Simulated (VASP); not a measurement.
# Ti (I4/mmm) in VASP: notebook, part 2 of 2

VASP 6.6.1. Earlier steps stand in the parts before.

### Step 4. Single point, PBEsol (strain +0.030 along x and y, +0.015 along z)

File INCAR:

```
SYSTEM = Ti
PREC = Accurate ; ENCUT = 520
EDIFF = 1E-6 ; ISMEAR = 0
SIGMA = 0.15 ; LREAL = .False.
LASPH = .True. ; NELM = 100
ALGO = Fast ; ISIF = 2
LWAVE = .False. ; LCHARG = .False.
GGA = PS ; NBANDS = 12
```

File KPOINTS:

```
Automatic mesh
0
Gamma
  20 20 20
  0 0 0
```

File POSCAR:

```
Ti
1.0
    0.0000000000      2.0909000000      2.0604500000
    2.0909000000      0.0000000000      2.0604500000
    2.0909000000      2.0909000000      0.0000000000
Ti
1
Direct
    0.0000000000      0.0000000000      0.0000000000
```

Potentials or basis: VASP PAW PBE potentials, release 64 (Ti_sv).

Launch:

```
$ cat potpaw_PBE.64/Ti_sv/POTCAR > POTCAR
$ mpirun -np 1 vasp_std > vasp.out
```

OUTCAR:

```text
SYSTEM = Ti
   PREC = Accurate
   ENCUT = 520
   EDIFF = 1E-6
   ISMEAR = 0
   LREAL = .False.
   LASPH = .True.
   NELM = 100
   ISIF = 2
   GGA = PS

 ion  position               nearest neighbor table
   1  0.000  0.000  0.000-

  LATTYP: Found a body centered tetragonal cell.
 ALAT       =     2.9569791376
 C/A-ratio  =     1.3936182192

  Lattice vectors:

 A1 = (   0.0000000000,  -2.0909000000,  -2.0604500000)
 A2 = (   0.0000000000,   2.0909000000,  -2.0604500000)
 A3 = (   2.0909000000,   0.0000000000,   2.0604500000)

Analysis of symmetry for initial positions (statically):
=====================================================================
 Subroutine PRICEL returns:
 Original cell was already a primitive cell.

 Routine SETGRP: Setting up the symmetry group for a
 body centered tetragonal supercell.

 Subroutine GETGRP returns: Found 16 space group operations
 (whereof 16 operations were pure point group operations)
 out of a pool of 16 trial point group operations.

The static configuration has the point symmetry D_4h.

Analysis of symmetry for dynamics (positions and initial velocities):
=====================================================================
 Subroutine PRICEL returns:
 Original cell was already a primitive cell.

 Routine SETGRP: Setting up the symmetry group for a
 body centered tetragonal supercell.

 Subroutine GETGRP returns: Found 16 space group operations
 (whereof 16 operations were pure point group operations)
 out of a pool of 16 trial point group operations.

The dynamic configuration has the point symmetry D_4h.

 Subroutine INISYM returns: Found 16 space group operations
 (whereof 16 operations are pure point group operations),
 and found     1 'primitive' translations

----------------------------------------------------------------------------------------

                                     Primitive cell

  volume of cell :      18.0160

  direct lattice vectors                    reciprocal lattice vectors
     0.000000000  2.090900000  2.060450000    -0.239131474  0.239131474  0.242665437
     2.090900000  0.000000000  2.060450000     0.239131474 -0.239131474  0.242665437
     2.090900000  2.090900000  0.000000000     0.239131474  0.239131474 -0.242665437

  length of vectors
     2.935526701  2.935526701  2.956979138     0.416238199  0.416238199  0.416238199

  position of ions in fractional coordinates (direct lattice)
     0.000000000  0.000000000  0.000000000

  ion indices of the primitive-cell ions
   primitive index   ion index
                 1           1

----------------------------------------------------------------------------------------

 KPOINTS: Automatic mesh

Automatic generation of k-mesh.
 Grid dimensions read from file:
 generate k-points for:   20   20   20

 Generating k-lattice:

  Cartesian coordinates                     Fractional coordinates (reciprocal lattice)
    -0.011956574  0.011956574  0.012133272     0.050000000 -0.000000000  0.000000000
     0.011956574 -0.011956574  0.012133272    -0.000000000  0.050000000  0.000000000
     0.011956574  0.011956574 -0.012133272     0.000000000  0.000000000  0.050000000

  Length of vectors
     0.020811910  0.020811910  0.020811910

  Shift w.r.t. Gamma in fractional coordinates (k-lattice)
     0.000000000  0.000000000  0.000000000

 Subroutine IBZKPT returns following result:
 ===========================================

 Found    641 irreducible k-points:

 Following reciprocal coordinates:
            Coordinates               Weight
  0.000000  0.000000  0.000000      1.000000
  0.050000  0.000000  0.000000      8.000000
  0.100000  0.000000  0.000000      8.000000
  0.150000  0.000000  0.000000      8.000000
  0.200000  0.000000  0.000000      8.000000
  0.250000  0.000000  0.000000      8.000000
[... 16 lines left out ...]
 -0.400000  0.050000  0.000000      8.000000
 -0.350000  0.050000  0.000000      8.000000
 [... further k-points ...]
   k-points           NKPTS =    641   k-points in BZ     NKDIM =    641   number of bands    NBANDS=     12
   number of dos      NEDOS =    301   number of ions     NIONS =      1
   total plane-waves  NPLWV =  13824
   dimension x,y,z NGX =    24 NGY =   24 NGZ =   24
   dimension x,y,z NGXF=    48 NGYF=   48 NGZF=   48
   ions per type =               1
   NGX,Y,Z   is equivalent  to a cutoff of  13.59, 13.59, 13.49 a.u.
   NGXF,Y,Z  is equivalent  to a cutoff of  27.18, 27.18, 26.99 a.u.
 SYSTEM =  Ti
   PREC   = accura    normal or accurate (medium, high low for compatibility)
   ISTART =      0    job   : 0-new  1-cont  2-samecut
   ICHARG =      2    charge: 1-file 2-atom 10-const
   ISPIN  =      1    spin polarized calculation?
   LNONCOLLINEAR =      F non collinear calculations
   LSORBIT =      F    spin-orbit coupling
   LASPH  =      T    aspherical Exc in radial PAW
   ENCUT  =  520.0 eV  38.22 Ry    6.18 a.u.   5.46  5.46  5.50*2*pi/ulx,y,z
   NELM   =    100;   NELMIN=  2; NELMDL= -5     # of ELM steps
   EDIFF  = 0.1E-05   stopping-criterion for ELM
   LREAL  =      F    real-space projection
   EDIFFG = 0.1E-04   stopping-criterion for IOM
   NSW    =      0    number of steps for IOM
   IBRION =     -1    ionic relax: 0-MD 1-quasi-New 2-CG
   NFREE  =      0    steps in history (QN), initial steepest desc. (CG)
   ISIF   =      2    stress and relaxation
   ISYM   =      2    0-nonsym 1-usesym 2-fastsym
   POTIM  = 0.5000    time-step for ionic-motion
   TEBEG  =    0.0;   TEEND  =   0.0 temperature during run
   PSTRESS=    0.0 pullay stress
   NELECT =      12.0000    total number of electrons
   NUPDOWN=      -1.0000    fix difference up-down
   EMIN   =  10.00;   EMAX   =-10.00  energy-range for DOS
   EFERMI =   0.00;   METHOD = LEGACY
   ISMEAR =     0;   SIGMA  =   0.15  broadening in eV -4-tet -1-fermi 0-gaus
   EFERMI_NEDOS =   21; number of points for ismear=-14 and -15
   IALGO  =     68    algorithm
   IMIX   =      4    mixing-type and parameters
     AMIX     =   0.40;   BMIX     =  1.00
     AMIX_MAG =   1.60;   BMIX_MAG =  1.00
  volume/ion in A,a.u.               =      18.02       121.58
  Fermi-wavevector in a.u.,A,eV,Ry     =   1.429714  2.701767 27.811410  2.044081
  Thomas-Fermi vector in A             =   2.549637
   LORBIT       =      0    0 simple, 1 ext, 2 COOP (PROOUT), +10 PAW based schemes
   GGA     = PS    functional components
   LHFCALC =     F    Hartree Fock is set to
   AEXX    =    0.0000 exact exchange contribution
   IVDW    =     0    specifies the selected vdW correction
   LEPSILON=     F    determine dielectric tensor
   LRPA    =     F    only Hartree local field effects (RPA)
 non-spin polarized calculation
 RMM-DIIS sequential band-by-band and
 Gauss-broadening in eV      SIGMA  =   0.15
  energy-cutoff  :      520.00
  volume of cell :       18.02
 maximum number of plane-waves:       518
 NGX is ok and might be reduce to    24
   NGX = 11   NGY = 11   NGZ = 11

 number of electron      11.9999997 magnetization

 Free energy of the ion-electron system (eV)
  ---------------------------------------------------
  ext. energy  EPLUGINS =         0.00000000
  ---------------------------------------------------
  free energy    TOTEN  =        -8.25753235 eV

  energy without entropy =       -8.23695614  energy(sigma->0) =       -8.24724425

 E-fermi :   7.7123     XC(G=0): -11.4625

 val. band max:        7.7094515191   @ k =   0.5000   0.1500   0.3000
 cond. band min:       7.7150140753   @ k =  -0.3500  -0.0000   0.2500
 fundamental gap:      0.0055625562
 Fermi energy:         7.7123309223

 k-point     1 :       0.0000    0.0000    0.0000
  band No.  band energies     occupation
      1     -48.8319      2.00000
      2     -24.8262      2.00000
      3     -24.8262      2.00000
      4     -24.8236      2.00000
      5       1.7051      2.00000
      6       8.5290      0.00000
      7       8.5290      0.00000
      8       8.6386      0.00000
      9      10.0422      0.00000
     10      10.1680      0.00000
     11      22.7830      0.00000
     12      26.9249      0.00000
[... 331 lines left out ...]
 k-point    24 :      -0.3500    0.0500    0.0000
  band No.  band energies     occupation
      1     -48.7416      2.00000
      2     -25.3245      2.00000
      3     -24.9010      2.00000
      4     -24.8925      2.00000
      5       4.7625      2.00000
      6       7.7236      0.91541
      7       8.5705      0.00000
      8       8.6048      0.00000
      9      10.6239      0.00000
     10      10.9634      0.00000
     11      17.2840      0.00000
     12      22.5687      0.00000

 [... further k-points ...]
[... 5 lines left out ...]
  --------------------------------------------------------------------------------------
  -------------------------------------------------------------------------------------
  Total       -0.8970933     -0.8970933     -0.8400788      0.0000000     -0.0000000     -0.0000000
  in kB      -79.7791874    -79.7791874    -74.7088456      0.0000000     -0.0000000     -0.0000000
  external PRESSURE =     -78.0890735 kB  Pullay stress =       0.0000000 kB

 VOLUME and BASIS-vectors are now :
 -----------------------------------------------------------------------------
  energy-cutoff  :      520.00
  volume of cell :       18.02
      direct lattice vectors                 reciprocal lattice vectors
     0.000000000  2.090900000  2.060450000    -0.239131474  0.239131474  0.242665437
     2.090900000  0.000000000  2.060450000     0.239131474 -0.239131474  0.242665437
     2.090900000  2.090900000  0.000000000     0.239131474  0.239131474 -0.242665437

 POSITION                                       TOTAL-FORCE (eV/Angst)
 -----------------------------------------------------------------------------------
      0.00000      0.00000      0.00000        -0.000000      0.000000      0.000000
 -----------------------------------------------------------------------------------
    total drift:                               -0.000000      0.000000     -0.000000

  FREE ENERGIE OF THE ION-ELECTRON SYSTEM (eV)
  ---------------------------------------------------
  free  energy   TOTEN  =        -8.2575323523 eV

  energy  without entropy=       -8.2369561380  energy(sigma->0) =       -8.24724425
```

Wall time 93 s (1 thread of Intel Xeon Platinum 8559C (Emerald Rapids), shared host); peak memory 0.25 GiB.

What came out:

* Free energy: -8.2575 eV
* Pressure: -7.8 GPa
* Band gap on the k mesh: zero (band 6 reaches 8.56 eV, above the bottom of band 7 at 7.32 eV)

Caveat: the cell differs from its parent crystal (strain +0.030 along x and y, +0.015 along z); the PAW data sets were made with another functional, which shifts forces and pressure a little.

### Step 5. The runs side by side

| cell | gap on the mesh (eV) | pressure (GPa) |
| --- | --- | --- |
| a = 2.914, b = 2.914, c = 2.957 Å, angles 59.5, 59.5, 61.0°, 1 atom | none | -6.5 |
| a = 2.936, b = 2.936, c = 2.914 Å, angles 60.2, 60.2, 59.5°, 1 atom | none | -6.5 |
| a = 2.936, b = 2.936, c = 2.957 Å, angles 59.8, 59.8, 60.5°, 1 atom | none | -7.8 |

Alike in all rows: task single point; level PBEsol; potentials or basis VASP PAW PBE potentials, release 64 (Ti_sv); no spin polarisation; k mesh 20 × 20 × 20; cutoff (eV) 520; smearing gaussian 0.15 eV.

Caveats: the PAW data sets were made with another functional, which shifts forces and pressure a little.

Total energies depend on the potentials used, so only differences within one code and one set of settings carry meaning.
